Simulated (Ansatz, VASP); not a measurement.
# Si3N4 in VASP and in Ansatz

```xyz
14
Lattice="7.6322 0.0000 0.0000 -3.8161 6.6097 0.0000 0.0000 0.0000 2.9191" Properties=species:S:1:pos:R:3 pbc="T T T"
Si   -1.6007    5.0786    0.7298
Si    2.4337    1.1531    2.1893
Si    0.2182    2.6842    0.7298
Si    5.4168    1.5311    2.1893
Si    1.3824    5.4566    0.7298
Si    3.5979    3.9255    2.1893
N     0.0000    4.4065    0.7298
N     3.8161    2.2032    2.1893
N     2.4020    0.2004    0.7298
N     1.0274    2.1804    2.1893
N     6.2576    1.9800    0.7298
N     1.4141    6.4092    2.1893
N     2.7887    4.4292    0.7298
N    -2.4415    4.6297    2.1893
```

Alike in both runs: task electric field gradients; functional r2SCAN; k mesh 4 × 4 × 9; occupations fermi-dirac, width 0.02 eV; no spin polarisation.

|  | VASP | Ansatz |
| --- | --- | --- |
| version | VASP 6.6.1 | Ansatz 0.2.0 |
| potentials or method | VASP PAW PBE potentials, release 64 (Si, N) | plane-wave PAW, scalar-relativistic |
| plane-wave cutoff (eV) | 520 | 500 |
| valence electrons in the cell | 64 | 64 |

```csv
,VASP,Ansatz,Ansatz less VASP
gap on the k mesh at the Fermi level (eV),4.95,4.96,+0.007
pressure (GPa),-3.3,-3.1,+0.16
"traceless stress, the component that is largest in VASP (GPa)",-0.59,-0.55,+0.038
rms of the force components (eV/Å),0.024,0.024,-0.0001
size of Vzz on the site where it differs most (V/Å²),47.6,50.7,+3.08
```

VASP's potentials were made for PBE, not for r2SCAN. Atom by atom the forces differ by 0.001 eV/Å (rms over components). With one functional, cell and mesh, what is left measures potentials, basis and numerics.
